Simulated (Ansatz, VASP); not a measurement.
## Two plane-wave programs on Ba

The input INCAR:

```
PREC = Accurate
ENCUT = 520
EDIFF = 1E-6
ISMEAR = -5
SIGMA = 0.05
LREAL = False
LASPH = True
NELM = 80
ALGO = Normal
ISIF = 2
LWAVE = False
LCHARG = False
GGA = PE
NBANDS = 11
```

KPOINTS

```
Automatic mesh
0
Gamma
  8 8 8
```

The input POSCAR:

```
Ba
1.0
    4.2827107878      0.0000000000      0.0000000000
   -1.4275702623      4.0377784533      0.0000000000
   -1.4275702623     -2.0188892260      3.4968187159
Ba
1
Direct
    0.0000000000      0.0000000000      0.0000000000
```

input.yaml

```yaml
crystal:
  lattice:
    - [4.2827107878, 0.0, 0.0]
    - [-1.4275702623, 4.0377784533, 0.0]
    - [-1.4275702623, -2.018889226, 3.4968187159]
  atoms:
    - { symbol: Ba, position: [0.0, 0.0, 0.0] }
hamiltonian:
  xc: pbe
  pseudopotentials: { kind: paw }
kpoints:
  mp_grid: { grid: [8, 8, 8] }
scf:
  occupations: { method: tetrahedron }
output:
  forces: true
  stress: true
  write_density: true
  write_potential: true
  elf: true
  volumetric_format: npy
```

Alike in both runs: task single point; functional PBE; k mesh 8 × 8 × 8; occupations tetrahedron; no spin polarisation.

|  | VASP | Ansatz |
| --- | --- | --- |
| version | VASP 6.6.1 | Ansatz 0.2.0 |
| potentials or method | VASP PAW PBE potentials, release 64 (Ba_sv) | Ansatz PAW |
| plane-wave cutoff (eV) | 520 | 420 |
| valence electrons in the cell | 10 | 10 |

```csv
,VASP,Ansatz,Ansatz less VASP
gap on the k mesh at the Fermi level (eV),none,none,-
pressure (GPa),0.6,0.5,-0.11
```

A gap of «none» marks a metal or a gap that the smearing closes.

Spin-orbit coupling is off throughout.
